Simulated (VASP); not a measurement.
Input of a VASP 6.6.1 run:

The input INCAR:

```
PREC = Accurate
ENCUT = 520
EDIFF = 1E-6
ISMEAR = 1
SIGMA = 0.1
LREAL = False
LASPH = True
NELM = 100
ALGO = Normal
ISIF = 2
LWAVE = False
LCHARG = False
GGA = PS
NBANDS = 17
```

Contents of KPOINTS:

```
regular mesh
0
Gamma
  8 8 5
```

The input POSCAR:

```
Ca
1.0
    3.8709035284      0.0000000000      0.0000000000
   -1.9354517642      3.3523006870      0.0000000000
    0.0000000000      0.0000000000      6.3412791469
Ca
2
Direct
    0.3333333333      0.6666666667      0.2500000000
    0.6666666667      0.3333333333      0.7500000000
```

Potentials or basis: VASP PAW PBE potentials, release 64 (Ca_sv).

Launch:

```bash
$ cat potpaw_PBE.64/Ca_sv/POTCAR > POTCAR
$ mpirun -np 1 vasp_std > vasp.out
```

Q: Predict the pressure.

A: -0.1 GPa.

Q: Estimate the band gap on the k mesh.

A: Zero (bands 10 and 11 overlap by 0.45 eV).

Stress tensor (GPa, compression positive):
```
-0.30  0.00  0.00
 0.00 -0.30  0.00
 0.00  0.00  0.19
```

Caveat: the PAW data sets were made with another functional, which shifts forces and pressure a little.
